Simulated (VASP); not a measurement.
Runs of VASP 6.6.1 on HfN. The structure is that of space group Fm-3m (No. 225), or close to it. The cells are those of the table. 

| task | level | cell | k mesh | cutoff (eV) | grid for exact exchange (PRECFOCK) | screening parameter | gap on the mesh (eV) | pressure (GPa) | relaxed volume (Å³/atom) |
| --- | --- | --- | --- | --- | --- | --- | --- | --- | --- |
| relaxation of cell and atoms | PBE | relaxed from a = 3.190 Å, angles 60.0°, 2 atoms | 8 × 8 × 8 | 600 | - | - | none | 0.0 | 11.66 |
| single point | r2SCAN | a = 3.201 Å, angles 60.0°, 2 atoms | 8 × 8 × 8 | 520 | - | - | none | -2.7 | - |
| relaxation of cell and atoms | r2SCAN | relaxed from a = 3.217 Å, angles 60.0°, 2 atoms | 8 × 8 × 8 | 600 | - | - | none | 0.0 | 11.49 |
| single point | PBE | a = 3.217 Å, angles 60.0°, 2 atoms | 8 × 8 × 8 | 520 | - | - | none | -2.4 | - |
| single point | r2SCAN | a = 3.201 Å, angles 60.0°, 2 atoms | 10 × 10 × 10 | 520 | - | - | none | (a) | - |
| single point | PBE | a = 3.201 Å, angles 60.0°, 2 atoms | 10 × 10 × 10 | 520 | - | - | none | (b) | - |
| single point | HSE06 | a = 3.201 Å, angles 60.0°, 2 atoms | 6 × 6 × 6 | 520 | Normal | 0.2079 1/Å | none | -5.8 | - |

Alike in all rows: potentials or basis VASP PAW PBE potentials, release 64 (Hf_pv, N); no spin polarisation; smearing fermi-dirac 0.02 eV.

Question: Fill in the values left out.

Answer: (a) -2.9; (b) 1.4.

Caveats: some runs use coarse meshes; spin-orbit coupling is left out, which moves the levels of the heavy elements; the PAW data sets were made with another functional, which shifts forces and pressure a little (some runs).

A k mesh can miss the band edges, and the runs leave out spin-orbit coupling on Hf.

A gap of «none» marks levels without a gap at the run's occupations.
